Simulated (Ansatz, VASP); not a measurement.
**AlCo in VASP and in Ansatz**

```xyz
2
Lattice="2.8194 0.0000 0.0000 0.0000 2.8194 0.0000 0.0000 0.0000 2.8194" Properties=species:S:1:pos:R:3 pbc="T T T"
Al    0.0000    0.0000    0.0000
Co    1.6347    1.4097    1.4097
```

Change from the starting cell: all Co atoms moved +0.225 Å, as atom 2 along Cartesian [1 0 0].

Alike in both runs: task single point; functional PBEsol; k mesh 16 × 16 × 16; occupations gaussian, width 0.15 eV; no spin polarisation.

```csv
,VASP,Ansatz
version,VASP 6.6.1,Ansatz 0.2.0
potentials or method,"VASP PAW PBE potentials, release 64 (Al, Co), cutoff 520 eV","scalar-relativistic, plane waves, PAW"
valence electrons in the cell,12,20
```

VASP gave:

* gap on the k mesh at the Fermi level (eV): none
* pressure (GPa): 4.9
* traceless stress, the component that is largest in VASP (GPa): -2.31
* rms of the force components (eV/Å): 1.036

Question: Which values does Ansatz return?

Answer: gap on the k mesh at the Fermi level (eV): none; pressure (GPa): 4.8; traceless stress, the component that is largest in VASP (GPa): -2.26; rms of the force components (eV/Å): 1.029.

VASP's potentials were made for PBE, not for PBEsol. Atom by atom the forces differ by 0.006 eV/Å (rms over components). A gap of «none» marks a metal or a gap that the smearing closes. VASP's potentials hold 12 valence electrons a cell and Ansatz's 20, so a difference there can come from the potentials and not from the codes.
